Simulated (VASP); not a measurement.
Crystal: MnS.

```xyz
2
Lattice="1.8300 1.0565 2.9709 -1.8300 1.0565 2.9709 0.0000 -2.1131 2.9709" Properties=species:S:1:pos:R:3 pbc="T T T"
Mn    0.0000    0.0000    0.0000
S     0.0000    0.0000    4.4564
```

Base run:

| Quantity | Value |
| --- | --- |
| Program | VASP 6.6.1 |
| Functional | LDA |
| Potentials or basis | VASP PAW LDA potentials, release 64 (Mn_pv, S) |
| Cutoff | 520 eV |
| k mesh | 9 × 9 × 9 |
| Occupations | fermi-dirac, width 0.05 eV |
| Spin | collinear spin, ferromagnetic start |
| Starting moments | [4.0, 0.0] μB |
| Hubbard terms | Mn d U = 3.0 eV |

Its results: net moment 4.96 μB per cell; site moments Mn +4.49; S +0.12 μB.

Q: The run is repeated on the same cell with these changes: hubbard terms from Mn d U = 3.0 eV to none. What comes out?

A: Net moment 4.41 μB per cell; site moments Mn +4.01; S +0.09 μB.

Caveats: a cell with one magnetic atom can't hold antiferromagnetic order, which such compounds often take.
